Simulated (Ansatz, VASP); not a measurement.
B3P4Ir in VASP and in Ansatz

```
B P Ir
1.0
     4.75625    0.00000    0.00000
     0.00000    4.75625    0.00000
     0.00000    0.00000    4.75625
B P Ir
3 4 1
Direct
  0.00000 0.50000 0.50000
  0.50000 0.50000 0.00000
  0.50000 0.00000 0.50000
  0.26862 0.73138 0.73138
  0.73138 0.73138 0.26862
  0.73138 0.26862 0.73138
  0.26862 0.26862 0.26862
  0.00000 0.00000 0.00000
```

Change from the starting cell: species swapped into the Cu3AsS4 type (P-43m, No. 215).

Alike in both runs: functional PBE; k mesh 4 × 4 × 4; occupations gaussian, width 0.1 eV; no spin polarisation.

Ansatz relaxed the structure, and its values are those at the end. VASP's run is a single point on that final structure, the one shown.

```csv
,VASP,Ansatz
version,VASP 6.6.1,Ansatz 0.2.0
potentials or method,"VASP PAW PBE potentials, release 64 (B, P, Ir_sv_GW), cutoff 500 eV","scalar-relativistic, plane waves, PAW"
valence electrons in the cell,46,46
```

|  | VASP | Ansatz | Ansatz less VASP |
| --- | --- | --- | --- |
| gap on the k mesh at the Fermi level (eV) | none | none | - |
| pressure (GPa) | -0.5 | 0.1 | +0.64 |
| rms of the force components (eV/Å) | 0.009 | 0.012 | +0.0025 |

A gap of «none» marks a metal or a gap that the smearing closes.

Spin-orbit coupling is off throughout.
